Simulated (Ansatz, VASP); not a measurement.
AlNi: VASP beside Ansatz

```xyz
4
Lattice="3.6160 0.0000 0.0000 -1.8080 3.1315 0.0000 0.0000 0.0000 5.0248" Properties=species:S:1:pos:R:3 pbc="T T T"
Ni    0.0000    0.0000    0.0000
Ni    0.0000    0.0000    2.5124
Al    0.0000    2.0877    1.2562
Al    1.8080    1.0438    3.7686
```

Alike in both runs: functional PBE; k mesh 11 × 11 × 7; occupations fermi-dirac, width 0.1 eV; no spin polarisation.

Ansatz relaxed the structure, and its values are those at the end. VASP's run is a single point on that final structure, the one shown.

|  | VASP | Ansatz |
| --- | --- | --- |
| version | VASP 6.6.1 | Ansatz 0.2.0 |
| potentials or method | VASP PAW PBE potentials, release 64 (Ni, Al) | PAW with Ansatz's default frozen-core files, scalar-relativistic |
| plane-wave cutoff (eV) | 520 | 420 |
| valence electrons in the cell | 26 | 42 |

```tsv
	VASP	Ansatz	Ansatz less VASP
pressure (GPa)	-0.1	0.0	+0.05
```

The functional is the same, so the differences come from potentials, cutoffs and numerics. VASP's potentials hold 26 valence electrons a cell and Ansatz's 42, so a difference there can come from the potentials and not from the codes.
